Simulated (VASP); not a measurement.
Runs of VASP 6.6.1 on CrGe4Mo. The structure is that of space group P4/mmm (No. 123), or close to it. The cells are those of the table. 

```csv
task,cell,cutoff (eV),gap on the mesh (eV),pressure (GPa),largest force (eV/Å)
relaxation of shape and atoms at fixed volume,"relaxed from a = 3.354, b = 3.354, c = 8.332 Å, 6 atoms",600,none,-7.5,-
single point,"a = 3.322, b = 3.322, c = 8.253 Å, 6 atoms",520,none,(a),0.01
single point,"a = 3.354, b = 3.354, c = 8.337 Å, 6 atoms",520,none,-7.5,0.01
single point,"a = 3.290, b = 3.290, c = 8.170 Å, 6 atoms",520,none,0.2,0.01
```

Alike in all rows: level PBE; potentials or basis VASP PAW PBE potentials, release 64 (Cr_pv, Ge_d, Mo_sv); no spin polarisation; k mesh 12 × 12 × 6; smearing gaussian 0.1 eV.

Problem. Estimate the missing entries.

Solution. (a) -3.8.

Caveats: the run has no spin polarisation, though such a crystal can be magnetic; the cell stands under tension (at least some runs).

A k mesh can miss the band edges, and the runs leave out spin-orbit coupling on Ge, Mo.

A gap of «none» marks levels without a gap at the run's occupations.
